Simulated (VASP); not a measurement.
Write the native input for VASP 6.6.1 that does the following.

```
Task                   : single point
Functional             : PBEsol
Potentials or basis    : VASP PAW PBE potentials, release 64 (W_sv, Se)
Cutoff                 : 520 eV
k mesh                 : 9 × 9 × 2
Occupations            : gaussian, width 0.05 eV
Spin                   : no spin polarisation
Dipole correction      : no
Further INCAR settings : ALGO = Normal; EDIFF = 1e-06; NBANDS = 20
```

The structure of WSe2 lies in POSCAR:

```
WSe2
1.0
    3.1828977681      0.0000000000      0.0000000000
   -1.5914488840      2.7564703248      0.0000000000
    0.0000000000      0.0000000000     16.6611439352
W Se
1 2
Direct
    0.0000000000      0.0000000000     -0.0030938842
    0.3333333333      0.6666666667      0.1040002956
    0.3333333333      0.6666666667      0.9032020910
```

These files were run (other wordings do the same):

INCAR

```
SYSTEM = WSe2
  ALGO = Normal
  EDIFF = 1E-6
  ENCUT = 520
  GGA = PS
  ISIF = 2
  ISMEAR = 0
  LASPH = .TRUE.
  LCHARG = .FALSE.
  LREAL = .FALSE.
  LWAVE = .FALSE.
  NBANDS = 20
  NELM = 80
  PREC = Accurate
  SIGMA = 0.05
```

KPOINTS

```
k-points
0
G
  9 9 2
  0 0 0
```

Potentials or basis: VASP PAW PBE potentials, release 64 (W_sv, Se).

Launch:

```bash
$ cat potpaw_PBE.64/W_sv/POTCAR potpaw_PBE.64/Se/POTCAR > POTCAR
$ mpirun -np 1 vasp_std > vasp.out
```

It gave:

```yaml
Largest_force: 3.784 eV/Å
Band_gap_on_the_k_mesh: 1.69 eV, indirect (least direct gap 2.02 eV)
```

Caveat: the PAW data sets were made with another functional, which shifts forces and pressure a little; spin-orbit coupling is left out, which moves the levels of the heavy elements.

Run time: 77 s on 1 thread of Intel(R) Xeon(R) Platinum 8259CL CPU @ 2.50GHz (Skylake/Cascade Lake), on a shared host, peak memory 0.28 GiB.
